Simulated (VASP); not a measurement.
Input of a VASP 6.6.1 run:

File INCAR:

```
PREC = Accurate
ENCUT = 520
EDIFF = 1E-7
ISMEAR = 0
SIGMA = 0.1
LREAL = False
LASPH = True
NELM = 60
ALGO = Normal
ISIF = 2
LWAVE = False
LCHARG = False
GGA = PE
NBANDS = 10
```

Contents of KPOINTS:

```
regular mesh
0
Gamma
  9 9 9
```

File POSCAR:

```
BeB
1.0
    1.3560420100      0.7829112200      2.1738357700
   -1.3560420100      0.7829112200      2.1738357700
    0.0000000000     -1.5658224400      2.1738357700
Be B
1 1
Direct
    0.7553330000      0.7455960000      0.7543530000
   -0.0040400000      0.0291290000      0.0215100000
```

Potentials or basis: VASP PAW PBE potentials, release 64 (Be, B).

Command:

```console
$ cat potpaw_PBE.64/Be/POTCAR potpaw_PBE.64/B/POTCAR > POTCAR
$ mpirun -np 1 vasp_std > vasp.out
```

Task: What does it give for the pressure?

Result: 91.5 GPa.

Task: What does it give for the largest force?

Result: 1.535 eV/Å.

Stress tensor (GPa, compression positive):
```
105.48 -18.51  -9.34
-18.51 111.46  -0.65
 -9.34  -0.65  57.47
```

Caveat: forces of over 1 eV/Å act on the atoms, so gaps and moduli don't describe the material at rest.
